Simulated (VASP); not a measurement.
Write the native input for VASP 6.6.1 that does the following.

| Item | Value |
| --- | --- |
| Task | single point |
| Functional | PBEsol |
| Potentials or basis | VASP PAW PBE potentials, release 64 (Pt, H) |
| Cutoff | 520 eV |
| k mesh | 18 × 18 × 18 |
| Occupations | gaussian, width 0.1 eV |
| Spin | no spin polarisation |
| Dipole correction | no |
| Further INCAR settings | ALGO = Normal; EDIFF = 1e-06; NBANDS = 13 |

The structure of H2Pt lies in POSCAR:

```
H2Pt
1.0
   -1.6213261405      1.6213261405      2.0329509196
    1.6213261405     -1.6213261405      2.0329509196
    1.6213261405      1.6213261405     -2.0329509196
Pt H
1 2
Direct
    0.0000000000      0.0000000000      0.0000000000
    0.7500000000      0.2500000000      0.5000000000
    0.2500000000      0.7500000000      0.5000000000
```

This cell differs from its parent crystal: Hf replaced by Pt, lengths x 0.901, strained.

One way to write it, as run:

INCAR

```
  PREC = Accurate
  ENCUT = 520
  EDIFF = 1E-6
  ISMEAR = 0
  SIGMA = 0.1
  LREAL = False
  LASPH = True
  NELM = 100
  ALGO = Normal
  ISIF = 2
  LWAVE = False
  LCHARG = False
  GGA = PS
  NBANDS = 13
```

KPOINTS

```
Automatic mesh
0
Gamma
  18 18 18
```

Potentials or basis: VASP PAW PBE potentials, release 64 (Pt, H).

Command:

```console
$ cat potpaw_PBE.64/Pt/POTCAR potpaw_PBE.64/H/POTCAR > POTCAR
$ mpirun -np 1 vasp_std > vasp.out
```

It gave:

* Pressure: 12.2 GPa
* Band gap on the k mesh: zero (bands 6 and 7 overlap by 1.21 eV)

Caveat: the cell differs from its parent crystal (Hf replaced by Pt, lengths x 0.901, strained); the cell stands under pressure; the PAW data sets were made with another functional, which shifts forces and pressure a little; spin-orbit coupling is left out, which moves the levels of the heavy elements.

It took 2.5 min on 1 thread of AMD EPYC 7R13, on a shared host, peak memory 0.22 GiB.
